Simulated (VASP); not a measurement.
# BAs (F-43m) in VASP: further runs, part 2 of 2

VASP 6.6.1. Earlier steps stand in the parts before.

## Step 3: Single point, PBEsol+D4

This run uses another cell than the first one, of 13.30 Å³/atom, 1.039 times its volume.

INCAR reads:

```
ALGO = Normal ; EDIFF = 1E-6
ENCUT = 520 ; GGA = PS
ISIF = 2 ; ISMEAR = -1
IVDW = 13 ; LASPH = True
LCHARG = False ; LREAL = False
LWAVE = False ; NBANDS = 11
NELM = 100 ; PREC = Accurate
SIGMA = 0.05
```

KPOINTS reads:

```
k-points
0
Gamma
  10 10 10
```

POSCAR reads:

```
BAs
1.0
    0.0000000000      2.3695236598      2.3695236598
    2.3695236598      0.0000000000      2.3695236598
    2.3695236598      2.3695236598      0.0000000000
As B
1 1
Direct
    0.7500000000      0.7500000000      0.7500000000
    0.0000000000      0.0000000000      0.0000000000
```

Potentials or basis: VASP PAW PBE potentials, release 64 (As, B).

The run is started by

```sh
cat potpaw_PBE.64/As/POTCAR potpaw_PBE.64/B/POTCAR > POTCAR
mpirun -np 1 vasp_std > vasp.out
```

OUTCAR:

```text
EDIFF = 1E-6
   ENCUT = 520
   GGA = PS
   ISIF = 2
   ISMEAR = -1
   IVDW = 13
   LASPH = True
   LREAL = False
   NELM = 100
   PREC = Accurate

 ion  position               nearest neighbor table
   1  0.750  0.750  0.750-   2 2.05   2 2.05   2 2.05   2 2.05
   2  0.000  0.000  0.000-   1 2.05   1 2.05   1 2.05   1 2.05

  LATTYP: Found a face centered cubic cell.
 ALAT       =     4.7390473196

  Lattice vectors:

 A1 = (   0.0000000000,   2.3695236598,   2.3695236598)
 A2 = (   2.3695236598,   0.0000000000,   2.3695236598)
 A3 = (   2.3695236598,   2.3695236598,   0.0000000000)

Analysis of symmetry for initial positions (statically):
=====================================================================
 Subroutine PRICEL returns:
 Original cell was already a primitive cell.

 Routine SETGRP: Setting up the symmetry group for a
 face centered cubic supercell.

 Subroutine GETGRP returns: Found 24 space group operations
 (whereof 24 operations were pure point group operations)
 out of a pool of 48 trial point group operations.

The static configuration has the point symmetry T_d .

[... 172 lines left out ...]
      4       6.3104      1.99992
      5       9.5805      0.00000
      6       9.5805      0.00000
      7       9.5805      0.00000
      8      11.2980      0.00000
      9      15.7761      0.00000
     10      19.3404      0.00000
     11      19.3404      0.00000
[... 309 lines left out ...]
 k-point    24 :       0.4000    0.3000    0.0000
  band No.  band energies     occupation
      1      -6.6321      2.00000
      2      -0.2155      2.00000
      3       2.2002      2.00000
      4       2.7133      2.00000
      5       7.9044      0.00000
      6       9.6083      0.00000
      7      15.2853      0.00000
      8      15.5089      0.00000
      9      18.5096      0.00000
     10      22.3063      0.00000
     11      22.3121      0.00000

 [... further k-points ...]

------------------------ aborting loop because EDIFF is reached ----------------------------------------

  DFT-D4 for vdW energy calculation

  Edisp (eV):   -0.43449

  FORCE on cell =-STRESS in cart. coord.  units (eV):
  Direction    XX          YY          ZZ          XY          YZ          ZX
  --------------------------------------------------------------------------------------
  -------------------------------------------------------------------------------------
  Total       0.16179     0.16179     0.16179    -0.00000    -0.00000     0.00000
  in kB       9.74219     9.74219     9.74219    -0.00000    -0.00000     0.00000
  external pressure =        9.74 kB  Pullay stress =        0.00 kB

 VOLUME and BASIS-vectors are now :
 -----------------------------------------------------------------------------
  energy-cutoff  :      520.00
  volume of cell :       26.61
      direct lattice vectors                 reciprocal lattice vectors
     0.000000000  2.369523660  2.369523660    -0.211012875  0.211012875  0.211012875
     2.369523660  0.000000000  2.369523660     0.211012875 -0.211012875  0.211012875
     2.369523660  2.369523660  0.000000000     0.211012875  0.211012875 -0.211012875

 POSITION                                       TOTAL-FORCE (eV/Angst)
 -----------------------------------------------------------------------------------
      3.55429      3.55429      3.55429        -0.000000      0.000000     -0.000000
      0.00000      0.00000      0.00000         0.000000     -0.000000      0.000000
 -----------------------------------------------------------------------------------
    total drift:                                0.000000      0.000000      0.000000

  FREE ENERGIE OF THE ION-ELECTRON SYSTEM (eV)
  ---------------------------------------------------
  free  energy   TOTEN  =       -12.6309929951 eV

  energy  without entropy=      -12.6309927232  energy(sigma->0) =      -12.63099286
```

Wall time 30 s (1 thread of Intel Xeon 8259CL, shared host); peak memory 0.16 GiB.

What came out:

| Item | Value |
| --- | --- |
| Free energy | -12.6310 eV |
| Pressure | 1.0 GPa |
| Band gap on the k mesh | 1.05 eV, indirect (least direct gap 3.27 eV) |
| Dispersion energy per atom | -0.217 eV |

Caveat: the PAW data sets were made with another functional, which shifts forces and pressure a little.

## Step 4: Single point, RPBE

This run uses another cell than the first one, of 13.08 Å³/atom, 1.021 times its volume.

INCAR reads:

```
SYSTEM = BAs
  PREC = Accurate
  ENCUT = 520
  EDIFF = 1E-7
  ISMEAR = -1
  SIGMA = 0.05
  LREAL = .False.
  LASPH = .True.
  NELM = 100
  ALGO = Normal
  ISIF = 2
  LWAVE = .False.
  LCHARG = .False.
  GGA = RP
  NBANDS = 11
```

KPOINTS reads:

```
Automatic mesh
0
Gamma
  10 10 10
  0 0 0
```

POSCAR reads:

```
BAs
1.0
    0.0000000000      2.3562190158      2.3562190158
    2.3562190158      0.0000000000      2.3562190158
    2.3562190158      2.3562190158      0.0000000000
As B
1 1
Direct
    0.7500000000      0.7500000000      0.7500000000
    0.0000000000      0.0000000000      0.0000000000
```

The run is started by

```sh
cat potpaw_PBE.64/As/POTCAR potpaw_PBE.64/B/POTCAR > POTCAR
mpirun -np 1 vasp_std > vasp.out
```

Run time: 32 s. Hardware: 1 thread of Intel Xeon 8259CL, shared host; peak memory 0.16 GiB.

It converged, with:

- Free energy: -10.6643 eV
- Pressure: 12.6 GPa
- Band gap on the k mesh: 1.16 eV, indirect (least direct gap 3.33 eV)

Levels at points of the mesh, in eV from the valence-band top:
```tsv
k point	band 1	band 2	band 3	band 4	band 5	band 6	band 7	band 8
(0.00, 0.00, 0.00)	-15.79	0.00	0.00	0.00	3.33	3.33	3.33	5.24
(0.50, 0.00, 0.00)	-12.76	-9.11	-1.90	-1.90	2.95	4.83	4.83	9.03
(0.50, 0.50, 0.00)	-11.36	-8.80	-4.26	-4.26	1.38	1.45	11.82	11.82
```

Caveat: the PAW data sets were made with another functional, which shifts forces and pressure a little.

## Step 5: Single point, RPBE

This run uses another cell than the first one, of 13.35 Å³/atom, 1.043 times its volume.

INCAR reads:

```
SYSTEM = BAs
ALGO     = Normal         ! electronic algorithm
EDIFF    = 1E-6           ! SCF threshold, eV
ENCUT    = 520            ! plane-wave cutoff, eV
GGA      = RP             ! functional
ISIF     = 2              ! what is computed and relaxed
ISMEAR   = -1             ! smearing method
LASPH    = .True.         ! aspherical terms in the spheres
LCHARG   = .True.         ! write CHGCAR
LELF     = .True.         ! ELF
LREAL    = .False.        ! projectors in reciprocal space
LVHAR    = .True.       
LWAVE    = .False.        ! write WAVECAR
NBANDS   = 11             ! bands
NELM     = 80             ! most SCF steps
PREC     = Accurate       ! precision mode
SIGMA    = 0.05           ! smearing width, eV
```

KPOINTS reads:

```
k-points
0
Gamma
  10 10 10
  0 0 0
```

POSCAR reads:

```
BAs
1.0
    0.0000000000      2.3724693156      2.3724693156
    2.3724693156      0.0000000000      2.3724693156
    2.3724693156      2.3724693156      0.0000000000
As B
1 1
Direct
    0.7500000000      0.7500000000      0.7500000000
    0.0000000000      0.0000000000      0.0000000000
```

The run is started by

```sh
cat potpaw_PBE.64/As/POTCAR potpaw_PBE.64/B/POTCAR > POTCAR
mpirun -np 1 vasp_std > vasp.out
```

Wall time 32 s (1 thread of Intel Xeon 8259CL, shared host); peak memory 0.16 GiB.

Results (log left out):

```yaml
Free_energy: -10.7014 eV
Pressure: 9.1 GPa
Band_gap_on_the_k_mesh: 1.18 eV, indirect (least direct gap 3.30 eV)
```

Levels at points of the mesh, in eV from the valence-band top:
| k point | band 2 | band 3 | band 4 | band 5 | band 6 | band 7 |
| --- | --- | --- | --- | --- | --- | --- |
| (0.00, 0.00, 0.00) | 0.00 | 0.00 | 0.00 | 3.30 | 3.30 | 3.30 |
| (0.50, 0.00, 0.00) | -8.95 | -1.86 | -1.86 | 2.83 | 4.81 | 4.81 |
| (0.50, 0.50, 0.00) | -8.69 | -4.17 | -4.17 | 1.41 | 1.48 | 11.62 |

Caveat: the PAW data sets were made with another functional, which shifts forces and pressure a little. A k mesh can miss the band edges.

## Step 6: Single point, revPBE+D3(BJ)

This run uses another cell than the first one, of 13.08 Å³/atom, 1.021 times its volume.

INCAR reads:

```
ALGO = Normal
EDIFF = 1E-7
ENCUT = 520
GGA = RE
ISIF = 2
ISMEAR = -1
IVDW = 12
LASPH = T
LCHARG = T
LELF = T
LREAL = F
LVHAR = T
LWAVE = F
NBANDS = 11
NELM = 60
PREC = Accurate
SIGMA = 0.05
```

KPOINTS reads:

```
k-points
0
Gamma
  10 10 10
```

POSCAR reads:

```
BAs
1.0
    0.0000000000      2.3562190158      2.3562190158
    2.3562190158      0.0000000000      2.3562190158
    2.3562190158      2.3562190158      0.0000000000
As B
1 1
Direct
    0.7500000000      0.7500000000      0.7500000000
    0.0000000000      0.0000000000      0.0000000000
```

Potentials or basis: VASP PAW PBE potentials, release 64 (As, B).

The run is started by

```sh
cat potpaw_PBE.64/As/POTCAR potpaw_PBE.64/B/POTCAR > POTCAR
mpirun -np 1 vasp_std > vasp.out
```

Wall time 30 s (1 thread of Intel Xeon 8259CL, shared host); peak memory 0.17 GiB.

It converged, with:

| Property | Result |
| --- | --- |
| Free energy | -12.1480 eV |
| Pressure | 3.5 GPa |
| Band gap on the k mesh | 1.15 eV, indirect (least direct gap 3.33 eV) |
| Dispersion energy per atom | -0.679 eV |

Levels at points of the mesh, in eV from the valence-band top:
| k point | band 2 | band 3 | band 4 | band 5 | band 6 | band 7 |
| --- | --- | --- | --- | --- | --- | --- |
| (0.00, 0.00, 0.00) | 0.00 | 0.00 | 0.00 | 3.33 | 3.33 | 3.33 |
| (0.50, 0.00, 0.00) | -9.11 | -1.90 | -1.90 | 2.94 | 4.83 | 4.83 |
| (0.50, 0.50, 0.00) | -8.80 | -4.26 | -4.26 | 1.38 | 1.44 | 11.81 |

Caveat: the PAW data sets were made with another functional, which shifts forces and pressure a little.

## Step 7: The runs side by side

```csv
level,cell,gap on the mesh (eV),pressure (GPa)
BLYP+D4,"a = 3.309 Å, angles 60.0°, 2 atoms",1.35,9.2
PBEsol+D4,"a = 3.351 Å, angles 60.0°, 2 atoms",1.05,1.0
RPBE,"a = 3.332 Å, angles 60.0°, 2 atoms",1.16,12.6
RPBE,"a = 3.355 Å, angles 60.0°, 2 atoms",1.18,9.1
revPBE+D3(BJ),"a = 3.332 Å, angles 60.0°, 2 atoms",1.15,3.5
```

Alike in all rows: task single point; potentials or basis VASP PAW PBE potentials, release 64 (As, B); no spin polarisation; k mesh 10 × 10 × 10; cutoff (eV) 520; smearing fermi-dirac 0.05 eV.

Caveats: the PAW data sets were made with another functional, which shifts forces and pressure a little.

Total energies depend on the potentials used, so only differences within one code and one set of settings carry meaning.
